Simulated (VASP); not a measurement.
A run of VASP 6.6.1 is set up as follows.

INCAR

```
SYSTEM = BiTe
PREC     = Accurate       ! precision mode
ENCUT    = 520            ! plane-wave cutoff, eV
EDIFF    = 1E-6           ! SCF threshold, eV
ISMEAR   = 0              ! smearing method
SIGMA    = 0.15           ! smearing width, eV
LREAL    = .FALSE.        ! projectors in reciprocal space
LASPH    = .TRUE.         ! aspherical terms in the spheres
NELM     = 80             ! most SCF steps
ALGO     = Normal         ! electronic algorithm
ISIF     = 2              ! what is computed and relaxed
LWAVE    = .FALSE.        ! write WAVECAR
LCHARG   = .TRUE.         ! write CHGCAR
GGA      = PS             ! functional
LELF     = .TRUE.         ! ELF
LVHAR    = .TRUE.       
NBANDS   = 18             ! bands
```

Contents of KPOINTS:

```
Automatic mesh
0
G
  18 18 18
  0 0 0
```

File POSCAR:

```
BiTe
1.0
    2.3992465521      1.3852056427      3.2590128528
   -2.3992465521      1.3852056427      3.2590128528
    0.0000000000     -2.7704112854      3.2590128528
Bi Te
1 1
Direct
    0.5000000000      0.5000000000      0.5000000000
    0.0000000000      0.0000000000      0.0000000000
```

Potentials or basis: VASP PAW PBE potentials, release 64 (Bi_d, Te).

Launch:

```bash
$ cat potpaw_PBE.64/Bi_d/POTCAR potpaw_PBE.64/Te/POTCAR > POTCAR
$ mpirun -np 1 vasp_std > vasp.out
```

(1) Estimate the band gap on the k mesh.

(2) Estimate the pressure.

Results:

(1) zero (an odd number of electrons rules out a gap without spin polarisation).

(2) -0.8 GPa.

Caveat: the cell differs from its parent crystal (strain +0.0200 x Voigt [0, 0, 1, 0, 0, 0]); the PAW data sets were made with another functional, which shifts forces and pressure a little; spin-orbit coupling is left out, which moves the levels of the heavy elements.
